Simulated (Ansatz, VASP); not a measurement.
One calculation of BaTe, two programs

```
Ba Te
1.0
     0.00000    3.45951    3.45951
     3.45951    0.00000    3.45951
     3.45951    3.45951    0.00000
Ba Te
1 1
Direct
  0.00000 0.00000 0.00000
  0.50000 0.50000 0.50000
```

Alike in both runs: functional r2SCAN; k mesh 8 × 8 × 8; occupations fermi-dirac, width 0.02 eV; no spin polarisation.

Ansatz relaxed the structure, and its values are those at the end. VASP's run is a single point on that final structure, the one shown.

|  | VASP | Ansatz |
| --- | --- | --- |
| version | VASP 6.6.1 | Ansatz 0.2.0 |
| potentials or method | VASP PAW PBE potentials, release 64 (Ba_sv, Te), cutoff 520 eV | PAW plane waves |
| valence electrons in the cell | 16 | 26 |

|  | VASP | Ansatz | Ansatz less VASP |
| --- | --- | --- | --- |
| gap on the k mesh at the Fermi level (eV) | 1.79 | 1.88 | +0.085 |
| pressure (GPa) | 2.6 | 2.2 | -0.38 |

VASP's potentials were made for PBE, not for r2SCAN. The functional is the same, so the differences come from potentials, cutoffs and numerics. VASP's potentials hold 16 valence electrons a cell and Ansatz's 26, so a difference there can come from the potentials and not from the codes. Ansatz's warnings: stress scf threshold loose.

Neither program's run includes spin-orbit coupling.
